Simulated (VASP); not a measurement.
A run of VASP 6.6.1 is set up as follows.

Contents of INCAR:

```
PREC = Accurate
ENCUT = 600
EDIFF = 1E-6
ISMEAR = 0
SIGMA = 0.1
LREAL = False
LASPH = True
NELM = 80
ALGO = Normal
ISIF = 3
LWAVE = False
LCHARG = False
GGA = PE
IBRION = 2
NSW = 90
EDIFFG = -0.04
```

Contents of KPOINTS:

```
regular mesh
0
Gamma
  6 6 6
```

The input POSCAR:

```
Al3C2
1.0
    1.6370392000      0.9451450200      7.5433667100
   -1.6370392000      0.9451450200      7.5433667100
    0.0000000000     -1.8902900500      7.5433667100
Al C
3 2
Direct
    0.0000000000      0.0000000000      0.0000000000
    0.2117000100      0.2117000100      0.2117000100
    0.7882999900      0.7882999900      0.7882999900
    0.4007999900      0.4007999900      0.4007999900
    0.5992000100      0.5992000100      0.5992000100
```

Potentials or basis: VASP PAW PBE potentials, release 64 (Al, C).

Run with:

```console
$ cat potpaw_PBE.64/Al/POTCAR potpaw_PBE.64/C/POTCAR > POTCAR
$ mpirun -np 1 vasp_std > vasp.out
```

Task: Estimate the relaxed cell.

Result: a = 6.994 Å, b = 6.994 Å, c = 6.994 Å, α = 25.86°, β = 25.86°, γ = 25.86°.

Task: Predict the band gap on the k mesh.

Result: Zero (an odd number of electrons rules out a gap without spin polarisation).

Task: Predict the relaxed volume.

Result: 11.47 Å³/atom.

Task: Predict the space group after relaxing (to 0.1 Å).

Result: R-3m (No. 166).

Step by step:
| step | energy change (eV) | largest force (eV/Å) | pressure (GPa) | volume (Å³) |
| --- | --- | --- | --- | --- |
| 1 | 0.0000 | 3.1560 | -22.95 | 70.03 |
| 2 | -1.8559 | 1.5554 | 14.74 | 51.59 |
| 3 | -1.9286 | 1.6147 | 5.22 | 53.98 |
| 4 | -2.2941 | 0.6448 | 3.98 | 54.66 |
| 5 | -2.3795 | 0.3990 | 3.90 | 55.05 |
| 6 | -2.3839 | 0.3430 | 3.97 | 55.22 |
| 7 | -2.3856 | 0.2801 | 3.93 | 55.16 |
| 8 | -2.4175 | 0.2902 | -2.24 | 57.67 |
| 9 | -2.4192 | 0.2790 | -1.18 | 57.20 |
| 10 | -2.4287 | 0.1671 | 0.29 | 57.09 |
| 11 | -2.4288 | 0.1446 | 0.16 | 57.10 |
| 12 | -2.4310 | 0.0979 | 0.14 | 57.18 |
| 13 | -2.4328 | 0.0168 | 0.13 | 57.33 |

Caveat: the k points lie up to 0.39 Å⁻¹ apart in the final cell, too coarse for converged energies and pressures of a metal; the volume moved by over 15 % at a fixed basis, so the end points are rough.
